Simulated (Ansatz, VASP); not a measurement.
**Cs: VASP beside Ansatz**

Contents of INCAR:

```
SYSTEM = Cs
ALGO = Normal
EDIFF = 1E-6
ENCUT = 500
GGA = PE
GGA_COMPAT = .FALSE.
ISIF = 2
ISMEAR = -1
LASPH = .TRUE.
LCHARG = .FALSE.
LREAL = .FALSE.
LWAVE = .FALSE.
NBANDS = 10
NELM = 120
PREC = Accurate
SIGMA = 0.05
```

KPOINTS

```
k-points
0
G
  6 6 6
  0 0 0
```

File POSCAR:

```
Cs
1.0
    0.0000000000      4.0002934844      4.0002934844
    4.0002934844      0.0000000000      4.0002934844
    4.0002934844      4.0002934844      0.0000000000
Cs
1
Direct
    0.0000000000      0.0000000000      0.0000000000
```

Contents of input.yaml:

```yaml
crystal:
  lattice:
    - [0.0, 4.0002934844, 4.0002934844]
    - [4.0002934844, 0.0, 4.0002934844]
    - [4.0002934844, 4.0002934844, 0.0]
  atoms:
    - { symbol: Cs, position: [0.0, 0.0, 0.0] }
hamiltonian:
  xc: pbe
  pseudopotentials: { kind: paw }
kpoints:
  mp_grid: { grid: [6, 6, 6] }
scf:
  occupations: { method: fermi_dirac, width: 0.05 }
output:
  forces: true
  stress: true
  eigenvalues: true
  write_density: true
  write_potential: true
  elf: true
  volumetric_format: npy
```

Alike in both runs: task single point; functional PBE; k mesh 6 × 6 × 6; occupations fermi-dirac, width 0.05 eV; no spin polarisation.

```csv
,VASP,Ansatz
version,VASP 6.6.1,Ansatz 0.2.0
potentials or method,"VASP PAW PBE potentials, release 64 (Cs_sv)",Ansatz PAW
plane-wave cutoff (eV),500,420
valence electrons in the cell,9,9
```

|  | VASP | Ansatz | Ansatz less VASP |
| --- | --- | --- | --- |
| gap on the k mesh at the Fermi level (eV) | none | none | - |
| pressure (GPa) | -0.1 | -0.1 | +0.01 |

A gap of «none» marks a metal or a gap that the smearing closes.

Neither program's run includes spin-orbit coupling.
